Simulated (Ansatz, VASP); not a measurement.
## ScAl3: VASP beside Ansatz

Contents of INCAR:

```
SYSTEM = ScAl3
PREC = Accurate
ENCUT = 520
EDIFF = 1E-6
ISMEAR = 0
SIGMA = 0.15
LREAL = .FALSE.
LASPH = .TRUE.
NELM = 80
ALGO = Fast
ISIF = 2
LWAVE = .FALSE.
LCHARG = .TRUE.
GGA = PE
LELF = .TRUE.
LVHAR = .TRUE.
NBANDS = 18
```

KPOINTS

```
Automatic mesh
0
G
  12 12 12
  0 0 0
```

Contents of POSCAR:

```
ScAl3
1.0
    4.1053305968      0.0000000000      0.0000000000
    0.0000000000      4.1053305968     -0.2052665298
    0.0000000000     -0.2052665298      4.1053305968
Sc Al
1 3
Direct
    0.0000000000      0.0000000000      0.0000000000
    0.5000000000      0.0000000000      0.5000000000
    0.0000000000      0.5000000000      0.5000000000
    0.5000000000      0.5000000000      0.0000000000
```

Input for Ansatz:

```yaml
crystal:
  lattice:
    - [4.1053305968, 0.0, 0.0]
    - [0.0, 4.1053305968, -0.2052665298]
    - [0.0, -0.2052665298, 4.1053305968]
  atoms:
    - { symbol: Sc, position: [0.0, 0.0, 0.0] }
    - { symbol: Al, position: [0.5, 0.0, 0.5] }
    - { symbol: Al, position: [0.0, 0.5, 0.5] }
    - { symbol: Al, position: [0.5, 0.5, 0.0] }
basis:
  ecutwfc: 420
kpoints:
  mp_grid: { grid: [12, 12, 12] }
hamiltonian:
  xc: pbe
scf:
  occupations: { method: gaussian, width: 0.15 }
output:
  forces: true
  stress: true
  eigenvalues: true
```

Change from the starting cell: strain -0.1000 x Voigt [0, 0, 0, 1, 0, 0], atoms carried along.

Alike in both runs: task single point; functional PBE; k mesh 12 × 12 × 12; occupations gaussian, width 0.15 eV; no spin polarisation.

|  | VASP | Ansatz |
| --- | --- | --- |
| version | VASP 6.6.1 | Ansatz 0.2.0 |
| potentials or method | VASP PAW PBE potentials, release 64 (Sc_sv, Al), cutoff 520 eV | scalar-relativistic, plane waves, PAW |
| valence electrons in the cell | 20 | 20 |

Ansatz gave:

| Quantity | Value |
| --- | --- |
| gap on the k mesh at the Fermi level (eV) | none |
| pressure (GPa) | 1.3 |
| traceless stress, the component that is largest in VASP (GPa) | 7.14 |

Question: Estimate VASP's values.

Answer: gap on the k mesh at the Fermi level (eV): none; pressure (GPa): 1.4; traceless stress, the component that is largest in VASP (GPa): 7.14.

A gap of «none» marks a metal or a gap that the smearing closes.
